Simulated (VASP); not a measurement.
# Cs2Ge (P-3m1) in VASP: further runs

The runs below take Cs2Ge through single point, with PBE.

All numbers are computed with VASP 6.6.1; they aren't measurements. Logs are shortened: lines on timing, memory, paths and dates and some standing lists are left out, and cuts for length are marked.

## Step 1: The cell of the first run

It takes space group P-3m1 (No. 164, trigonal). Conventional cell: a = 4.745 Å, b = 4.745 Å, c = 10.019 Å, α = 90.00°, β = 90.00°, γ = 120.00°. Within 4.8 Å of Cs (site symmetry 3m) lie 3 Ge at 3.69 Å and 6 Cs at 4.75 Å. Ge (site symmetry -3m) has 6 Cs at 3.69 Å and 6 Ge at 4.75 Å within 4.8 Å.

## Step 2: Single point, PBE

INCAR

```
PREC     = Accurate       # precision mode
ENCUT    = 520            # plane-wave cutoff, eV
EDIFF    = 1E-6           # SCF threshold, eV
ISMEAR   = 0              # smearing method
SIGMA    = 0.1            # smearing width, eV
LREAL    = False          # projectors in reciprocal space
LASPH    = True           # aspherical terms in the spheres
NELM     = 100            # most SCF steps
ALGO     = Normal         # electronic algorithm
ISIF     = 2              # what is computed and relaxed
LWAVE    = False          # write WAVECAR
LCHARG   = True           # write CHGCAR
GGA      = PE             # functional
LELF     = True           # ELF
LVHAR    = True         
NBANDS   = 23             # bands
```

KPOINTS

```
Automatic mesh
0
Gamma
  12 12 6
```

POSCAR

```
Cs2Ge
1.0
    4.7452982193      0.0000000000      0.0000000000
   -2.3726491097      4.1095488065      0.0000000000
    0.0000000000      0.0000000000     10.0189171566
Cs Ge
2 1
Direct
    0.3333333333      0.6666666667      0.7460664449
    0.6666666667      0.3333333333      0.2539335551
    0.0000000000      0.0000000000      0.5000000000
```

Potentials or basis: VASP PAW PBE potentials, release 64 (Cs_sv, Ge_d).

The run is started by

```
$ cat potpaw_PBE.64/Cs_sv/POTCAR potpaw_PBE.64/Ge_d/POTCAR > POTCAR
$ mpirun -np 1 vasp_std > vasp.out
```

OUTCAR:

```text
PREC = Accurate
   ENCUT = 520
   EDIFF = 1E-6
   ISMEAR = 0
   LREAL = False
   LASPH = True
   NELM = 100
   ISIF = 2
   GGA = PE

 ion  position               nearest neighbor table
   1  0.333  0.667  0.746-
   2  0.667  0.333  0.254-
   3  0.000  0.000  0.500-

  LATTYP: Found a hexagonal cell.
 ALAT       =     4.7452982193
 C/A-ratio  =     2.1113356197

  Lattice vectors:

 A1 = (   4.7452982193,   0.0000000000,   0.0000000000)
 A2 = (  -2.3726491097,   4.1095488065,   0.0000000000)
 A3 = (   0.0000000000,   0.0000000000,  10.0189171566)

Analysis of symmetry for initial positions (statically):
=====================================================================
 Subroutine PRICEL returns:
 Original cell was already a primitive cell.

 Routine SETGRP: Setting up the symmetry group for a
 hexagonal supercell.

 Subroutine GETGRP returns: Found 12 space group operations
 (whereof 12 operations were pure point group operations)
 out of a pool of 24 trial point group operations.

The static configuration has the point symmetry D_3d.

Analysis of symmetry for dynamics (positions and initial velocities):
=====================================================================
 Subroutine PRICEL returns:
 Original cell was already a primitive cell.

 Routine SETGRP: Setting up the symmetry group for a
 hexagonal supercell.

 Subroutine GETGRP returns: Found 12 space group operations
 (whereof 12 operations were pure point group operations)
 out of a pool of 24 trial point group operations.

The dynamic configuration has the point symmetry D_3d.

 Subroutine INISYM returns: Found 12 space group operations
 (whereof 12 operations are pure point group operations),
 and found     1 'primitive' translations

----------------------------------------------------------------------------------------

                                     Primitive cell

  volume of cell :     195.3793

  direct lattice vectors                    reciprocal lattice vectors
     4.745298219  0.000000000  0.000000000     0.210734911  0.121667858  0.000000000
    -2.372649110  4.109548807  0.000000000     0.000000000  0.243335716  0.000000000
     0.000000000  0.000000000 10.018917157     0.000000000  0.000000000  0.099811186

  length of vectors
     4.745298219  4.745298219 10.018917157     0.243335716  0.243335716  0.099811186

  position of ions in fractional coordinates (direct lattice)
     0.333333333  0.666666667  0.746066445
     0.666666667  0.333333333  0.253933555
     0.000000000  0.000000000  0.500000000

  ion indices of the primitive-cell ions
   primitive index   ion index
                 1           1
                 2           2
                 3           3

----------------------------------------------------------------------------------------

 KPOINTS: Automatic mesh

Automatic generation of k-mesh.
 Grid dimensions read from file:
 generate k-points for:   12   12    6

 Generating k-lattice:

  Cartesian coordinates                     Fractional coordinates (reciprocal lattice)
     0.017561243  0.010138988  0.000000000     0.083333333  0.000000000  0.000000000
     0.000000000  0.020277976  0.000000000     0.000000000  0.083333333  0.000000000
     0.000000000  0.000000000  0.016635198     0.000000000  0.000000000  0.166666667

  Length of vectors
     0.020277976  0.020277976  0.016635198

  Shift w.r.t. Gamma in fractional coordinates (k-lattice)
     0.000000000  0.000000000  0.000000000

 Subroutine IBZKPT returns following result:
 ===========================================

 Found    100 irreducible k-points:

 Following reciprocal coordinates:
            Coordinates               Weight
  0.000000  0.000000  0.000000      1.000000
  0.083333  0.000000  0.000000      6.000000
  0.166667  0.000000  0.000000      6.000000
  0.250000  0.000000  0.000000      6.000000
  0.333333 -0.000000  0.000000      6.000000
  0.416667  0.000000  0.000000      6.000000
[... 16 lines left out ...]
  0.166667  0.000000  0.166667      6.000000
  0.000000  0.166667  0.166667      6.000000
 [... further k-points ...]
   k-points           NKPTS =    100   k-points in BZ     NKDIM =    100   number of bands    NBANDS=     23
   number of dos      NEDOS =    301   number of ions     NIONS =      3
   total plane-waves  NPLWV = 103680
   dimension x,y,z NGX =    36 NGY =   36 NGZ =   80
   dimension x,y,z NGXF=    72 NGYF=   72 NGZF=  160
   ions per type =               2   1
   NGX,Y,Z   is equivalent  to a cutoff of  12.61, 12.61, 13.27 a.u.
   NGXF,Y,Z  is equivalent  to a cutoff of  25.22, 25.22, 26.55 a.u.
 SYSTEM =  unknown system
   PREC   = accura    normal or accurate (medium, high low for compatibility)
   ISTART =      0    job   : 0-new  1-cont  2-samecut
   ICHARG =      2    charge: 1-file 2-atom 10-const
   ISPIN  =      1    spin polarized calculation?
   LNONCOLLINEAR =      F non collinear calculations
   LSORBIT =      F    spin-orbit coupling
   LASPH  =      T    aspherical Exc in radial PAW
   ENCUT  =  520.0 eV  38.22 Ry    6.18 a.u.   8.82  8.82 18.63*2*pi/ulx,y,z
   NELM   =    100;   NELMIN=  2; NELMDL= -5     # of ELM steps
   EDIFF  = 0.1E-05   stopping-criterion for ELM
   LREAL  =      F    real-space projection
   EDIFFG = 0.1E-04   stopping-criterion for IOM
   NSW    =      0    number of steps for IOM
   IBRION =     -1    ionic relax: 0-MD 1-quasi-New 2-CG
   NFREE  =      0    steps in history (QN), initial steepest desc. (CG)
   ISIF   =      2    stress and relaxation
   ISYM   =      2    0-nonsym 1-usesym 2-fastsym
   POTIM  = 0.5000    time-step for ionic-motion
   TEBEG  =    0.0;   TEEND  =   0.0 temperature during run
   PSTRESS=    0.0 pullay stress
   NELECT =      32.0000    total number of electrons
   NUPDOWN=      -1.0000    fix difference up-down
   EMIN   =  10.00;   EMAX   =-10.00  energy-range for DOS
   EFERMI =   0.00;   METHOD = LEGACY
   ISMEAR =     0;   SIGMA  =   0.10  broadening in eV -4-tet -1-fermi 0-gaus
   EFERMI_NEDOS =   21; number of points for ismear=-14 and -15
   IALGO  =     38    algorithm
   IMIX   =      4    mixing-type and parameters
     AMIX     =   0.40;   BMIX     =  1.00
     AMIX_MAG =   1.60;   BMIX_MAG =  1.00
  volume/ion in A,a.u.               =      65.13       439.49
  Fermi-wavevector in a.u.,A,eV,Ry     =   0.895706  1.692638 10.915801  0.802289
  Thomas-Fermi vector in A             =   2.018072
   LORBIT       =      0    0 simple, 1 ext, 2 COOP (PROOUT), +10 PAW based schemes
   GGA     = PE    functional components
   LHFCALC =     F    Hartree Fock is set to
   AEXX    =    0.0000 exact exchange contribution
   IVDW    =     0    specifies the selected vdW correction
   LEPSILON=     F    determine dielectric tensor
   LRPA    =     F    only Hartree local field effects (RPA)
 non-spin polarized calculation
 Gauss-broadening in eV      SIGMA  =   0.10
  energy-cutoff  :      520.00
  volume of cell :      195.38
 maximum number of plane-waves:      5288
   NGX = 17   NGY = 17   NGZ = 37

 number of electron      32.0000007 magnetization

 Free energy of the ion-electron system (eV)
  ---------------------------------------------------
  ext. energy  EPLUGINS =         0.00000000
  ---------------------------------------------------
  free energy    TOTEN  =        -5.12632737 eV

  energy without entropy =       -5.10846294  energy(sigma->0) =       -5.11739515

 E-fermi :   1.0266     XC(G=0):  -6.5456

 val. band max:        1.0213735051   @ k =   0.2500   0.2500   0.1667
 cond. band min:       1.0315616133   @ k =   0.1667   0.0000   0.3333
 fundamental gap:      0.0101881082
 Fermi energy:         1.0266269440

 k-point     1 :       0.0000    0.0000    0.0000
  band No.  band energies     occupation
      1     -23.2290      2.00000
      2     -23.2290      2.00000
      3     -23.1005      2.00000
      4     -23.1005      2.00000
      5     -23.0532      2.00000
      6     -21.7846      2.00000
[... 15 lines left out ...]
     22       4.6307      0.00000
     23       4.8636      0.00000

 k-point     2 :       0.0833    0.0000    0.0000
  band No.  band energies     occupation
      1     -23.2290      2.00000
      2     -23.2290      2.00000
      3     -23.1006      2.00000
      4     -23.1005      2.00000
      5     -23.0532      2.00000
      6     -21.7826      2.00000
[... 15 lines left out ...]
     22       4.7303      0.00000
     23       4.7809      0.00000

 k-point     3 :       0.1667    0.0000    0.0000
  band No.  band energies     occupation
      1     -23.2291      2.00000
      2     -23.2289      2.00000
      3     -23.1007      2.00000
      4     -23.1005      2.00000
      5     -23.0531      2.00000
      6     -21.7772      2.00000
[... 15 lines left out ...]
     22       4.5424      0.00000
     23       5.0111      0.00000

 k-point     4 :       0.2500    0.0000    0.0000
  band No.  band energies     occupation
      1     -23.2291      2.00000
      2     -23.2287      2.00000
      3     -23.1009      2.00000
      4     -23.1005      2.00000
      5     -23.0530      2.00000
      6     -21.7698      2.00000
[... 15 lines left out ...]
     22       4.4163      0.00000
     23       5.3009      0.00000

 k-point     5 :       0.3333   -0.0000    0.0000
  band No.  band energies     occupation
      1     -23.2291      2.00000
      2     -23.2286      2.00000
      3     -23.1010      2.00000
      4     -23.1006      2.00000
      5     -23.0529      2.00000
      6     -21.7623      2.00000
[... 434 lines left out ...]
 k-point    22 :       0.0000    0.0833    0.1667
  band No.  band energies     occupation
      1     -23.2290      2.00000
      2     -23.2290      2.00000
      3     -23.1006      2.00000
      4     -23.1005      2.00000
      5     -23.0531      2.00000
      6     -21.7824      2.00000
[... 15 lines left out ...]
     22       4.7112      0.00000
     23       4.8341      0.00000

 k-point    23 :       0.1667    0.0000    0.1667
  band No.  band energies     occupation
      1     -23.2291      2.00000
      2     -23.2289      2.00000
      3     -23.1007      2.00000
      4     -23.1005      2.00000
      5     -23.0531      2.00000
      6     -21.7770      2.00000
[... 15 lines left out ...]
     22       4.6647      0.00000
     23       4.9711      0.00000

 k-point    24 :       0.0000    0.1667    0.1667
  band No.  band energies     occupation
      1     -23.2291      2.00000
      2     -23.2289      2.00000
      3     -23.1007      2.00000
      4     -23.1005      2.00000
      5     -23.0531      2.00000
      6     -21.7770      2.00000
[... 15 lines left out ...]
     22       4.4813      0.00000
     23       4.9954      0.00000

 [... further k-points ...]
[... 5 lines left out ...]
  --------------------------------------------------------------------------------------
  -------------------------------------------------------------------------------------
  Total        0.0146570      0.0146570      0.0136925     -0.0000000      0.0000000      0.0000000
  in kB        0.1201925      0.1201925      0.1122831     -0.0000000      0.0000000      0.0000000
  external PRESSURE =       0.1175560 kB  Pullay stress =       0.0000000 kB

 VOLUME and BASIS-vectors are now :
 -----------------------------------------------------------------------------
  energy-cutoff  :      520.00
  volume of cell :      195.38
      direct lattice vectors                 reciprocal lattice vectors
     4.745298219  0.000000000  0.000000000     0.210734911  0.121667858  0.000000000
    -2.372649110  4.109548807  0.000000000     0.000000000  0.243335716  0.000000000
     0.000000000  0.000000000 10.018917157     0.000000000  0.000000000  0.099811186

 POSITION                                       TOTAL-FORCE (eV/Angst)
 -----------------------------------------------------------------------------------
     -0.00000      2.73970      7.47478        -0.000000      0.000000     -0.001921
      2.37265      1.36985      2.54414         0.000000      0.000000      0.001921
      0.00000      0.00000      5.00946         0.000000      0.000000      0.000000
 -----------------------------------------------------------------------------------
    total drift:                               -0.000000     -0.000000      0.000000

  FREE ENERGIE OF THE ION-ELECTRON SYSTEM (eV)
  ---------------------------------------------------
  free  energy   TOTEN  =        -5.1263273667 eV

  energy  without entropy=       -5.1084629399  energy(sigma->0) =       -5.11739515
```

Run time: 4.7 min. Hardware: 1 thread of AMD EPYC 9R45 (Zen 5), shared host; peak memory 0.57 GiB.

What came out:

```
Free energy            : -5.1263 eV
Pressure               : 0.0 GPa
Band gap on the k mesh : zero (band 16 reaches 1.54 eV, above the bottom of band 17 at 0.97 eV)
```

Levels at points of the mesh, in eV from the Fermi level:
```csv
k point,band 14,band 15,band 16,band 17,band 18,band 19
"(0.00, 0.00, 0.00)",-7.10,-0.91,-0.52,0.94,0.94,2.03
"(0.50, 0.00, 0.00)",-6.93,-0.95,-0.19,0.55,1.06,1.73
"(0.00, 0.00, 0.50)",-7.08,-1.31,0.52,0.86,0.94,0.94
"(0.50, 0.00, 0.50)",-6.93,-0.96,-0.14,0.57,1.23,1.36
```

Caveat: spin-orbit coupling is left out, which moves the levels of the heavy elements.

## Step 3: Single point, PBE

INCAR

```
SYSTEM = Cs2Ge
PREC = Accurate
ENCUT = 520
EDIFF = 1E-6
ISMEAR = 0
SIGMA = 0.1
LREAL = .False.
LASPH = .True.
NELM = 100
ALGO = Normal
ISIF = 2
LWAVE = .False.
LCHARG = .True.
GGA = PE
LELF = .True.
LVHAR = .True.
NBANDS = 23
```

KPOINTS

```
regular mesh
0
Gamma
  12 12 6
  0 0 0
```

POSCAR is that of step 2.

Potentials or basis: VASP PAW PBE potentials, release 64 (Cs_sv, Ge_d).

The run is started by

```
$ cat potpaw_PBE.64/Cs_sv/POTCAR potpaw_PBE.64/Ge_d/POTCAR > POTCAR
$ mpirun -np 1 vasp_std > vasp.out
```

Wall time 4.6 min (1 thread of AMD EPYC 9R45 (Zen 5), shared host); peak memory 0.56 GiB.

Results (log left out):

```
Free energy            : -5.1263 eV
Pressure               : 0.0 GPa
Band gap on the k mesh : zero (band 16 reaches 1.54 eV, above the bottom of band 17 at 0.97 eV)
```

Levels at points of the mesh, in eV from the Fermi level:
```
           k point  band 13  band 14  band 15  band 16  band 17  band 18  band 19  band 20
(0.00, 0.00, 0.00)    -9.48    -7.10    -0.91    -0.52     0.94     0.94     2.03     2.54
(0.50, 0.00, 0.00)    -9.56    -6.93    -0.95    -0.19     0.55     1.06     1.73     1.79
(0.00, 0.00, 0.50)    -9.48    -7.08    -1.31     0.52     0.86     0.94     0.94     3.20
(0.50, 0.00, 0.50)    -9.57    -6.93    -0.96    -0.14     0.57     1.23     1.36     1.94
```

Caveat: spin-orbit coupling is left out, which moves the levels of the heavy elements.

## Step 4: Single point, PBE

This run uses another cell than the first one, of 88.47 Å³/atom, 1.358 times its volume.

INCAR

```
SYSTEM = Cs2Ge
ALGO = Normal
EDIFF = 1E-7
ENCUT = 520
GGA = PE
ISIF = 2
ISMEAR = 0
LASPH = .True.
LCHARG = .False.
LREAL = .False.
LWAVE = .False.
NBANDS = 23
NELM = 100
PREC = Accurate
SIGMA = 0.1
```

KPOINTS

```
k-points
0
Gamma
  6 6 2
  0 0 0
```

POSCAR

```
Cs2Ge
1.0
    5.3721984700      0.0000000000      0.0000000000
   -2.6860992300      4.6524603500      0.0000000000
    0.0000000000      0.0000000000     10.6188909000
Cs Ge
2 1
Direct
    0.3333333300      0.6666666700      0.7782502600
    0.6666666700      0.3333333300      0.2217497400
    0.0000000000      0.0000000000      0.5000000000
```

The run is started by

```
$ cat potpaw_PBE.64/Cs_sv/POTCAR potpaw_PBE.64/Ge_d/POTCAR > POTCAR
$ mpirun -np 1 vasp_std > vasp.out
```

Wall time 61 s (1 thread of AMD EPYC 9R45 (Zen 5), shared host); peak memory 0.34 GiB.

The run converged. Its results:

| Item | Value |
| --- | --- |
| Free energy | -4.6039 eV |
| Pressure | -1.2 GPa |
| Largest force | 0.482 eV/Å |
| Band gap on the k mesh | zero (band 16 reaches 0.53 eV, above the bottom of band 17 at 0.10 eV) |

Forces on the atoms (eV/Å):
```
Cs   0.000  0.000 -0.482
Cs   0.000  0.000  0.482
Ge   0.000  0.000  0.000
```

Stress tensor (GPa, compression positive):
```
-0.94  0.00  0.00
 0.00 -0.94  0.00
 0.00  0.00 -1.67
```

Levels at points of the mesh, in eV from the Fermi level:
```csv
k point,band 13,band 14,band 15,band 16,band 17,band 18,band 19,band 20
"(0.00, 0.00, 0.00)",-10.11,-7.31,-0.85,-0.77,0.64,0.64,1.68,2.11
"(0.50, 0.00, 0.00)",-10.13,-7.21,-0.73,-0.19,0.36,0.69,1.04,1.52
"(0.00, 0.00, 0.50)",-10.11,-7.31,-1.27,0.34,0.46,0.63,0.63,2.68
"(0.50, 0.00, 0.50)",-10.13,-7.21,-0.71,-0.16,0.37,0.70,0.85,1.88
```

Caveat: spin-orbit coupling is left out, which moves the levels of the heavy elements.
